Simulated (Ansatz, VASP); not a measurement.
# One calculation of Sn, two programs

INCAR

```
SYSTEM = Sn
PREC = Accurate
ENCUT = 500
EDIFF = 1E-6
ISMEAR = 0
SIGMA = 0.05
LREAL = .False.
LASPH = .True.
NELM = 120
ALGO = Normal
ISIF = 2
LWAVE = .False.
LCHARG = .False.
GGA = PE
NBANDS = 13
GGA_COMPAT = .False.
```

The input KPOINTS:

```
Automatic mesh
0
Gamma
  8 8 8
  0 0 0
```

File POSCAR:

```
Sn
1.0
    0.0000000000      2.3929413270      2.3929413270
    2.3929413270      0.0000000000      2.3929413270
    2.3929413270      2.3929413270      0.0000000000
Sn
1
Direct
    0.0000000000      0.0000000000      0.0000000000
```

Input for Ansatz:

```yaml
crystal:
  lattice:
    - [0.0, 2.392941327, 2.392941327]
    - [2.392941327, 0.0, 2.392941327]
    - [2.392941327, 2.392941327, 0.0]
  atoms:
    - { symbol: Sn, position: [0.0, 0.0, 0.0] }
basis:
  ecutwfc: 600
  ecutrho_ratio: 5
kpoints:
  mp_grid: { grid: [8, 8, 8] }
hamiltonian:
  xc: pbe
scf:
  occupations: { method: gaussian, width: 0.05 }
output:
  forces: true
  stress: true
  eigenvalues: true
```

Alike in both runs: task single point; functional PBE; k mesh 8 × 8 × 8; occupations gaussian, width 0.05 eV; no spin polarisation.

|  | VASP | Ansatz |
| --- | --- | --- |
| version | VASP 6.6.1 | Ansatz 0.2.0 |
| potentials or method | VASP PAW PBE potentials, release 64 (Sn_d), cutoff 500 eV | scalar-relativistic, plane waves, PAW |
| valence electrons in the cell | 14 | 14 |

|  | VASP | Ansatz | Ansatz less VASP |
| --- | --- | --- | --- |
| gap on the k mesh at the Fermi level (eV) | none | none | - |
| pressure (GPa) | 1.2 | 1.2 | -0.01 |

A gap of «none» marks a metal or a gap that the smearing closes.
